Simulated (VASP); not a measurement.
Input of a VASP 6.6.1 run:

Contents of POSCAR:

```
P
1.0
   -1.7591704448      2.6157716388      1.7845863704
    1.7591704448     -2.6157716388      1.7845863704
    1.7591704448      2.6157716388     -1.7845863704
P
2
Direct
    0.8033091100      0.0533091100      0.7500000000
    0.1966908900      0.9466908900      0.2500000000
```

Contents of INCAR.step1:

```
PREC = Accurate
ENCUT = 520
ISMEAR = 0
SIGMA = 0.15
LREAL = False
LASPH = True
NELM = 100
NBANDS = 12
GGA = PE
ALGO = Normal
EDIFF = 1E-4
LWAVE = True
LCHARG = False
```

The input INCAR.step2:

```
PREC = Accurate
ENCUT = 520
EDIFF = 1E-6
ISMEAR = 0
SIGMA = 0.15
LREAL = False
LASPH = True
NELM = 100
ALGO = Normal
ISIF = 2
LWAVE = False
LCHARG = False
METAGGA = R2SCAN
LMIXTAU = True
NBANDS = 12
ISTART = 1
```

The input KPOINTS:

```
Automatic mesh
0
Gamma
  18 18 18
```

Potentials or basis: VASP PAW PBE potentials, release 64 (P).

Run with:

```console
$ cat potpaw_PBE.64/P/POTCAR > POTCAR
$ cp INCAR.step1 INCAR
$ mpirun -np 1 vasp_std > vasp.out
$ cp INCAR.step2 INCAR
$ mpirun -np 1 vasp_std > vasp.out
```

(1) Predict the pressure.

(2) What does it give for the largest force?

Answers

(1) -3.2 GPa.

(2) 0.237 eV/Å.

Caveat: the cell differs from its parent crystal (strain +0.040 along x and y, -0.040 along z); the stress differs along the axes, from -10 to 6 GPa; the PAW data sets were made with another functional, which shifts forces and pressure a little.
